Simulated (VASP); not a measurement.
# AgCl (Pm-3m) in VASP: further runs

The runs below take AgCl through single point, with PBE, r2SCAN.

All numbers are computed with VASP 6.6.1; they aren't measurements. Logs are shortened: lines on timing, memory, paths and dates and some standing lists are left out, and cuts for length are marked.

### 1 The cell of the first run

The structure is cubic, space group Pm-3m (No. 221). Conventional cell: a = 3.226 Å, b = 3.226 Å, c = 3.226 Å, α = 90.00°, β = 90.00°, γ = 90.00°. Ag (site symmetry m-3m) has 8 Cl at 2.79 Å and 6 Ag at 3.23 Å within 3.7 Å. Cl (site symmetry m-3m) has 8 Ag at 2.79 Å and 6 Cl at 3.23 Å within 3.7 Å.

### 2 Single point, PBE (strain -5.0%)

Input file INCAR:

```
PREC = Accurate
ENCUT = 520
EDIFF = 1E-6
ISMEAR = -1
SIGMA = 0.02
LREAL = False
LASPH = True
NELM = 80
ALGO = Normal
ISIF = 2
LWAVE = False
LCHARG = False
GGA = PE
NBANDS = 16
```

Input file KPOINTS:

```
regular mesh
0
Gamma
  8 8 8
```

Input file POSCAR:

```
AgCl
1.0
    3.2261481986      0.0000000000      0.0000000000
    0.0000000000      3.2261481986      0.0000000000
    0.0000000000      0.0000000000      3.2261481986
Ag Cl
1 1
Direct
    0.0000000000      0.0000000000      0.0000000000
    0.5000000000      0.5000000000      0.5000000000
```

Potentials or basis: VASP PAW PBE potentials, release 64 (Ag, Cl).

Started as:

```bash
$ cat potpaw_PBE.64/Ag/POTCAR potpaw_PBE.64/Cl/POTCAR > POTCAR
$ mpirun -np 1 vasp_std > vasp.out
```

OUTCAR:

```text
PREC = Accurate
   ENCUT = 520
   EDIFF = 1E-6
   ISMEAR = -1
   LREAL = False
   LASPH = True
   NELM = 80
   ISIF = 2
   GGA = PE

 ion  position               nearest neighbor table
   1  0.000  0.000  0.000-   2 2.79   2 2.79   2 2.79   2 2.79   2 2.79   2 2.79   2 2.79   2 2.79

   2  0.500  0.500  0.500-   1 2.79   1 2.79   1 2.79   1 2.79   1 2.79   1 2.79   1 2.79   1 2.79

  LATTYP: Found a simple cubic cell.
 ALAT       =     3.2261481986

  Lattice vectors:

 A1 = (   3.2261481986,   0.0000000000,   0.0000000000)
 A2 = (   0.0000000000,   3.2261481986,   0.0000000000)
 A3 = (   0.0000000000,   0.0000000000,   3.2261481986)

Analysis of symmetry for initial positions (statically):
=====================================================================
 Subroutine PRICEL returns:
 Original cell was already a primitive cell.

 Routine SETGRP: Setting up the symmetry group for a
 simple cubic supercell.

 Subroutine GETGRP returns: Found 48 space group operations
 (whereof 48 operations were pure point group operations)
 out of a pool of 48 trial point group operations.

The static configuration has the point symmetry O_h .

Analysis of symmetry for dynamics (positions and initial velocities):
=====================================================================
 Subroutine PRICEL returns:
 Original cell was already a primitive cell.

 Routine SETGRP: Setting up the symmetry group for a
 simple cubic supercell.

 Subroutine GETGRP returns: Found 48 space group operations
 (whereof 48 operations were pure point group operations)
 out of a pool of 48 trial point group operations.

The dynamic configuration has the point symmetry O_h .

 Subroutine INISYM returns: Found 48 space group operations
 (whereof 48 operations are pure point group operations),
 and found     1 'primitive' translations

----------------------------------------------------------------------------------------

                                     Primitive cell

  volume of cell :      33.5779

  direct lattice vectors                    reciprocal lattice vectors
     3.226148199  0.000000000  0.000000000     0.309967162  0.000000000  0.000000000
     0.000000000  3.226148199  0.000000000     0.000000000  0.309967162  0.000000000
     0.000000000  0.000000000  3.226148199     0.000000000  0.000000000  0.309967162

[... 75 lines left out ...]
   ISTART =      0    job   : 0-new  1-cont  2-samecut
   ICHARG =      2    charge: 1-file 2-atom 10-const
   ISPIN  =      1    spin polarized calculation?
   LNONCOLLINEAR =      F non collinear calculations
   LSORBIT =      F    spin-orbit coupling
   LASPH  =      T    aspherical Exc in radial PAW
   ENCUT  =  520.0 eV  38.22 Ry    6.18 a.u.   6.00  6.00  6.00*2*pi/ulx,y,z
   NELM   =     80;   NELMIN=  2; NELMDL= -5     # of ELM steps
   EDIFF  = 0.1E-05   stopping-criterion for ELM
   LREAL  =      F    real-space projection
   EDIFFG = 0.1E-04   stopping-criterion for IOM
   NSW    =      0    number of steps for IOM
   IBRION =     -1    ionic relax: 0-MD 1-quasi-New 2-CG
   NFREE  =      0    steps in history (QN), initial steepest desc. (CG)
   ISIF   =      2    stress and relaxation
   ISYM   =      2    0-nonsym 1-usesym 2-fastsym
   POTIM  = 0.5000    time-step for ionic-motion
   TEBEG  =    0.0;   TEEND  =   0.0 temperature during run
   PSTRESS=    0.0 pullay stress
   NELECT =      18.0000    total number of electrons
   NUPDOWN=      -1.0000    fix difference up-down
   EMIN   =  10.00;   EMAX   =-10.00  energy-range for DOS
   EFERMI =   0.00;   METHOD = LEGACY
   ISMEAR =    -1;   SIGMA  =   0.02  broadening in eV -4-tet -1-fermi 0-gaus
   EFERMI_NEDOS =   21; number of points for ismear=-14 and -15
   IALGO  =     38    algorithm
   IMIX   =      4    mixing-type and parameters
     AMIX     =   0.40;   BMIX     =  1.00
     AMIX_MAG =   1.60;   BMIX_MAG =  1.00
  volume/ion in A,a.u.               =      16.79       113.30
  Fermi-wavevector in a.u.,A,eV,Ry     =   1.329887  2.513122 24.063250  1.768599
  Thomas-Fermi vector in A             =   2.459015
   LORBIT       =      0    0 simple, 1 ext, 2 COOP (PROOUT), +10 PAW based schemes
   GGA     = PE    functional components
[... 5 lines left out ...]
 non-spin polarized calculation
  energy-cutoff  :      520.00
  volume of cell :       33.58
 maximum number of plane-waves:       922
 NGX is ok and might be reduce to    24
   NGX = 11   NGY = 11   NGZ = 11

 number of electron      17.9999989 magnetization

 Free energy of the ion-electron system (eV)
  ---------------------------------------------------
  ext. energy  EPLUGINS =         0.00000000
  ---------------------------------------------------
  free energy    TOTEN  =        -4.87475205 eV

  energy without entropy =       -4.87475205  energy(sigma->0) =       -4.87475205

 E-fermi :   6.8514     XC(G=0): -11.4114

 val. band max:        6.4750188734   @ k =   0.5000   0.0000   0.0000
 cond. band min:       7.1898586409   @ k =   0.0000   0.0000   0.0000
 fundamental gap:      0.7148397675
 Fermi energy:         6.8513570787

 k-point     1 :       0.0000    0.0000    0.0000
  band No.  band energies     occupation
      1      -9.4305      2.00000
      2       2.8040      2.00000
      3       2.8040      2.00000
      4       4.1887      2.00000
      5       4.1887      2.00000
      6       4.1887      2.00000
[... 433 lines left out ...]
      3       1.5692      2.00000
      4       3.3187      2.00000
      5       3.3757      2.00000
      6       3.8987      2.00000
[... 8 lines left out ...]
     15      21.3541      0.00000
     16      22.8888      0.00000

 [... further k-points ...]

------------------------ aborting loop because EDIFF is reached ----------------------------------------

  FORCE on cell =-STRESS in cart. coord.  units (eV):
  Direction    XX          YY          ZZ          XY          YZ          ZX
  --------------------------------------------------------------------------------------
  -------------------------------------------------------------------------------------
  Total        2.9539525      2.9539525      2.9539525     -0.0000000      0.0000000     -0.0000000
  in kB      140.9487259    140.9487259    140.9487259     -0.0000000      0.0000000     -0.0000000
  external PRESSURE =     140.9487259 kB  Pullay stress =       0.0000000 kB

 VOLUME and BASIS-vectors are now :
 -----------------------------------------------------------------------------
  energy-cutoff  :      520.00
  volume of cell :       33.58
      direct lattice vectors                 reciprocal lattice vectors
     3.226148199  0.000000000  0.000000000     0.309967162  0.000000000  0.000000000
     0.000000000  3.226148199  0.000000000     0.000000000  0.309967162  0.000000000
     0.000000000  0.000000000  3.226148199     0.000000000  0.000000000  0.309967162

 POSITION                                       TOTAL-FORCE (eV/Angst)
 -----------------------------------------------------------------------------------
      0.00000      0.00000      0.00000         0.000000      0.000000      0.000000
      1.61307      1.61307      1.61307         0.000000      0.000000      0.000000
 -----------------------------------------------------------------------------------
    total drift:                                0.000000      0.000000     -0.000000

  FREE ENERGIE OF THE ION-ELECTRON SYSTEM (eV)
  ---------------------------------------------------
  free  energy   TOTEN  =        -4.8747520456 eV

  energy  without entropy=       -4.8747520455  energy(sigma->0) =       -4.87475205
```

OSZICAR:

```text
N       E                     dE             d eps       ncg     rms          rms(c)
DAV:   1     0.101339011833E+03    0.10134E+03   -0.89700E+03  1144   0.105E+03
DAV:   2    -0.185887957268E+01   -0.10320E+03   -0.95410E+02  1440   0.231E+02
DAV:   3    -0.513602841053E+01   -0.32771E+01   -0.32727E+01  1328   0.433E+01
DAV:   4    -0.515438525731E+01   -0.18357E-01   -0.18356E-01  1456   0.352E+00
DAV:   5    -0.515456569313E+01   -0.18044E-03   -0.18043E-03  1352   0.336E-01    0.911E+00
DAV:   6    -0.488702190021E+01    0.26754E+00   -0.36601E-01  1320   0.906E+00    0.594E+00
DAV:   7    -0.487753869625E+01    0.94832E-02   -0.13674E-01  1256   0.250E+00    0.272E+00
DAV:   8    -0.487496403398E+01    0.25747E-02   -0.58275E-03  1256   0.802E-01    0.402E-01
DAV:   9    -0.487474323763E+01    0.22080E-03   -0.74114E-04  1416   0.333E-01    0.390E-02
DAV:  10    -0.487474741301E+01   -0.41754E-05   -0.55346E-05  1280   0.799E-02    0.246E-02
DAV:  11    -0.487475204781E+01   -0.46348E-05   -0.67048E-06  1336   0.234E-02    0.878E-03
DAV:  12    -0.487475204562E+01    0.21960E-08   -0.19922E-06  1104   0.113E-02
   1 F= -.48747520E+01 E0= -.48747520E+01  d E =-.127455E-09
```

stdout:

```text
POSCAR found type information on POSCAR AgCl
 POSCAR found :  2 types and       2 ions
 scaLAPACK will be used
 LDA part: xc-table for (Slater+PW92), standard interpolation
 POSCAR, INCAR and KPOINTS ok, starting setup
 FFT: planning ... GRIDC
 FFT: planning ... GRID_SOFT
 FFT: planning ... GRID
 WAVECAR not read
 entering main loop
```

Wall time 7.2 s (1 thread of Intel Xeon Platinum 8488C (Sapphire Rapids), shared host); peak memory 0.15 GiB.

Results:

```
Free energy            : -4.8748 eV
Pressure               : 14.1 GPa
Band gap on the k mesh : 0.71 eV, indirect (least direct gap 2.88 eV)
```

Caveat: the cell differs from its parent crystal (strain -5.0%). A k mesh can miss the band edges.

### 3 Single point, r2SCAN (strain -5.0%)

POSCAR is that of step 2.

Input file INCAR.step1:

```
SYSTEM = AgCl
PREC     = Accurate       ! precision mode
ENCUT    = 520            ! plane-wave cutoff, eV
ISMEAR   = 0              ! smearing method
SIGMA    = 0.01           ! smearing width, eV
LREAL    = .False.        ! projectors in reciprocal space
LASPH    = .True.         ! aspherical terms in the spheres
NELM     = 60             ! most SCF steps
NBANDS   = 16             ! bands
GGA      = PE             ! functional
ALGO     = Normal         ! electronic algorithm
EDIFF    = 1E-4           ! SCF threshold, eV
LWAVE    = .True.         ! write WAVECAR
LCHARG   = .False.        ! write CHGCAR
```

Input file INCAR.step2:

```
SYSTEM = AgCl
PREC     = Accurate       ! precision mode
ENCUT    = 520            ! plane-wave cutoff, eV
EDIFF    = 1E-6           ! SCF threshold, eV
ISMEAR   = 0              ! smearing method
SIGMA    = 0.01           ! smearing width, eV
LREAL    = .False.        ! projectors in reciprocal space
LASPH    = .True.         ! aspherical terms in the spheres
NELM     = 60             ! most SCF steps
ALGO     = Normal         ! electronic algorithm
ISIF     = 2              ! what is computed and relaxed
LWAVE    = .False.        ! write WAVECAR
LCHARG   = .True.         ! write CHGCAR
METAGGA  = R2SCAN         ! meta-GGA
LMIXTAU  = .True.       
LELF     = .True.         ! ELF
LVHAR    = .True.       
NBANDS   = 16             ! bands
ISTART   = 1
```

Input file KPOINTS:

```
regular mesh
0
Gamma
  8 8 8
  0 0 0
```

Potentials or basis: VASP PAW PBE potentials, release 64 (Ag, Cl).

Started as:

```bash
$ cat potpaw_PBE.64/Ag/POTCAR potpaw_PBE.64/Cl/POTCAR > POTCAR
$ cp INCAR.step1 INCAR
$ mpirun -np 1 vasp_std > vasp.out
$ cp INCAR.step2 INCAR
$ mpirun -np 1 vasp_std > vasp.out
```

Wall time 31 s (1 thread of Intel Xeon Platinum 8488C (Sapphire Rapids), shared host); peak memory 0.15 GiB.

It converged, with:

```
Free energy            : -28.2072 eV
Pressure               : 12.9 GPa
Band gap on the k mesh : 1.36 eV, indirect (least direct gap 3.61 eV)
```

Levels at points of the mesh, in eV from the valence-band top:
| k point | band 6 | band 7 | band 8 | band 9 | band 10 | band 11 | band 12 | band 13 |
| --- | --- | --- | --- | --- | --- | --- | --- | --- |
| (0.00, 0.00, 0.00) | -2.28 | -2.25 | -2.25 | -2.25 | 1.36 | 9.74 | 9.74 | 16.25 |
| (0.50, 0.00, 0.00) | -2.20 | -1.78 | 0.00 | 0.00 | 5.77 | 7.12 | 9.26 | 10.60 |
| (0.50, 0.50, 0.00) | -2.72 | -2.57 | -1.84 | -1.39 | 3.11 | 10.55 | 10.55 | 11.44 |
| (0.50, 0.50, 0.50) | -1.81 | -0.17 | -0.17 | -0.17 | 4.70 | 4.70 | 4.70 | 8.45 |

Caveat: the cell differs from its parent crystal (strain -5.0%); the PAW data sets were made with another functional, which shifts forces and pressure a little. A k mesh can miss the band edges.
